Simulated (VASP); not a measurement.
Write the native input for VASP 6.6.1 that does the following.

- Task: single point
- Functional: PBEsol
- Potentials or basis: VASP PAW PBE potentials, release 64 (Ag)
- Cutoff: 520 eV
- k mesh: 15 × 15 × 15
- Occupations: fermi-dirac, width 0.1 eV
- Spin: no spin polarisation
- Dipole correction: no
- Further INCAR settings: ALGO = Normal; EDIFF = 1e-06; NBANDS = 12

The structure of Ag lies in POSCAR:

```
Ag
1.0
   -1.6128379902      1.6128379902      1.6128379902
    1.6128379902     -1.6128379902      1.6128379902
    1.6128379902      1.6128379902     -1.6128379902
Ag
1
Direct
    0.0000000000      0.0000000000      0.0000000000
```

These files were run (other wordings do the same):

INCAR

```
PREC = Accurate
ENCUT = 520
EDIFF = 1E-6
ISMEAR = -1
SIGMA = 0.1
LREAL = False
LASPH = True
NELM = 80
ALGO = Normal
ISIF = 2
LWAVE = False
LCHARG = True
GGA = PS
LELF = True
LVHAR = True
NBANDS = 12
```

KPOINTS

```
regular mesh
0
Gamma
  15 15 15
```

Potentials or basis: VASP PAW PBE potentials, release 64 (Ag).

Run with:

```console
$ cat potpaw_PBE.64/Ag/POTCAR > POTCAR
$ mpirun -np 1 vasp_std > vasp.out
```

It gave:

```
Pressure : -0.3 GPa
```

Caveat: the PAW data sets were made with another functional, which shifts forces and pressure a little.

Wall time 9.7 s on 1 thread of Intel(R) Xeon(R) 6975P-C (Granite Rapids), on a shared host, peak memory 0.15 GiB.
